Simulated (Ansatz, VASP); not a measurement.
GaP: VASP beside Ansatz

File INCAR:

```
PREC = Accurate
ENCUT = 520
EDIFF = 1E-6
ISMEAR = 0
SIGMA = 0.05
LREAL = F
LASPH = T
NELM = 100
ALGO = Normal
ISIF = 2
LWAVE = F
LCHARG = F
GGA = PE
NBANDS = 16
```

Contents of KPOINTS:

```
regular mesh
0
Gamma
  10 10 10
```

File POSCAR:

```
GaP
1.0
    0.0000000000      2.9037044681      2.6799302889
    2.6799302889      0.0000000000      2.6799302889
    2.6799302889      2.9037044681      0.0000000000
Ga P
1 1
Direct
    0.0000000000      0.0000000000      0.0000000000
    0.7500000000      0.7500000000      0.7500000000
```

Input for Ansatz:

```yaml
crystal:
  lattice:
    - [0.0, 2.9037044681, 2.6799302889]
    - [2.6799302889, 0.0, 2.6799302889]
    - [2.6799302889, 2.9037044681, 0.0]
  atoms:
    - { symbol: Ga, position: [0.0, 0.0, 0.0] }
    - { symbol: P, position: [0.75, 0.75, 0.75] }
basis:
  ecutwfc: 420
kpoints:
  mp_grid: { grid: [10, 10, 10] }
hamiltonian:
  xc: pbe
scf:
  occupations: { method: gaussian, width: 0.05 }
output:
  forces: true
  stress: true
  eigenvalues: true
  write_density: true
  write_potential: true
  elf: true
  volumetric_format: npy
```

Alike in both runs: task single point; functional PBE; k mesh 10 × 10 × 10; occupations gaussian, width 0.05 eV; no spin polarisation.

|  | VASP | Ansatz |
| --- | --- | --- |
| version | VASP 6.6.1 | Ansatz 0.2.0 |
| potentials or method | VASP PAW PBE potentials, release 64 (Ga_d, P), cutoff 520 eV | scalar-relativistic, plane waves, PAW |
| valence electrons in the cell | 18 | 18 |

Ansatz gave:

* gap on the k mesh at the Fermi level (eV): 1.27
* least direct gap on the mesh (eV): 1.36
* pressure (GPa): -0.1
* traceless stress, the component that is largest in VASP (GPa): -4.44

Question: What did VASP give for the same quantities?

Answer: gap on the k mesh at the Fermi level (eV): 1.27; least direct gap on the mesh (eV): 1.36; pressure (GPa): -0.1; traceless stress, the component that is largest in VASP (GPa): -4.45.
